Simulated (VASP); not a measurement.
**CdSe: relaxation of cell and atoms with RPBE**

The system is CdSe.

```xyz
2
Lattice="0.0000 3.0703 3.0703 3.0703 0.0000 3.0703 3.0703 3.0703 0.0000" Properties=species:S:1:pos:R:3 pbc="T T T"
Cd    0.0000    0.0000    0.0000
Se    4.6054    4.6054    4.6054
```

```yaml
Program: VASP 6.6.1
Task: relaxation of cell and atoms
Functional: RPBE
Potentials_or_basis: VASP PAW PBE potentials, release 64 (Cd, Se)
Cutoff: 600 eV
k_mesh: 5 × 5 × 5
Occupations: gaussian, width 0.01 eV
Spin: no spin polarisation
Dipole_correction: no
Further_INCAR_settings: ALGO = Normal; EDIFF = 1e-06; IBRION = 2; EDIFFG = -0.01; NSW = 80; ISIF = 3
```

```json
{
 "Relaxed volume": "31.18 Å³/atom",
 "Relaxed cell": "a = 4.451 Å, b = 4.451 Å, c = 4.451 Å, α = 60.00°, β = 60.00°, γ = 60.00°",
 "Space group after relaxing (to 0.05 Å)": "F-43m (No. 216)",
 "Energy gained by relaxing": "22.6 meV/atom",
 "Ionic steps": "3",
 "Pressure after relaxing": "0.0 GPa",
 "Band gap on the k mesh": "0.56 eV, direct"
}
```

The path:
```csv
step,energy change (eV),largest force (eV/Å),pressure (GPa),volume (Å³)
1,0.0000,0.0000,3.46,57.88
2,-0.0436,0.0000,-0.54,63.28
3,-0.0451,0.0000,0.02,62.36
```

Final structure:
```
CELL_PARAMETERS angstrom
0.00000 3.14737 3.14737
3.14737 0.00000 3.14737
3.14737 3.14737 0.00000
ATOMIC_POSITIONS crystal
Cd 0.00000 0.00000 0.00000
Se 0.75000 0.75000 0.75000
```

Levels at points of the mesh, in eV from the valence-band top:
| k point | band 5 | band 6 | band 7 | band 8 | band 9 | band 10 | band 11 | band 12 | band 13 |
| --- | --- | --- | --- | --- | --- | --- | --- | --- | --- |
| (0.00, 0.00, 0.00) | -7.39 | -7.39 | 0.00 | 0.00 | 0.00 | 0.56 | 5.99 | 5.99 | 5.99 |

Run time: 81 s on 1 thread of AMD EPYC 7R13, on a shared host, peak memory 0.18 GiB.

Caveat: the PAW data sets were made with another functional, which shifts forces and pressure a little. A hybrid or GW would open this gap; RPBE tends to underestimate it.
